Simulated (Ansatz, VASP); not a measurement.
Sb in VASP and in Ansatz

```
Sb
1.0
     3.06217    0.00000    0.00000
     0.00000    3.06217    0.00000
     0.00000    0.00000    3.06217
Sb
1
Cartesian
  0.0000 0.0000 0.0000
```

Alike in both runs: functional PBEsol; k mesh 16 × 16 × 16; occupations fermi-dirac, width 0.15 eV; no spin polarisation.

Ansatz relaxed the structure, and its values are those at the end. VASP's run is a single point on that final structure, the one shown.

|  | VASP | Ansatz |
| --- | --- | --- |
| version | VASP 6.6.1 | Ansatz 0.2.0 |
| potentials or method | VASP PAW PBE potentials, release 64 (Sb), cutoff 520 eV | scalar-relativistic, plane waves, PAW |
| valence electrons in the cell | 5 | 15 |

```csv
,VASP,Ansatz,Ansatz less VASP
gap on the k mesh at the Fermi level (eV),none,none,-
pressure (GPa),0.1,0.0,-0.12
```

VASP's potentials were made for PBE, not for PBEsol. A gap of «none» marks a metal or a gap that the smearing closes. VASP's potentials hold 5 valence electrons a cell and Ansatz's 15, so a difference there can come from the potentials and not from the codes.

Neither program's run includes spin-orbit coupling.
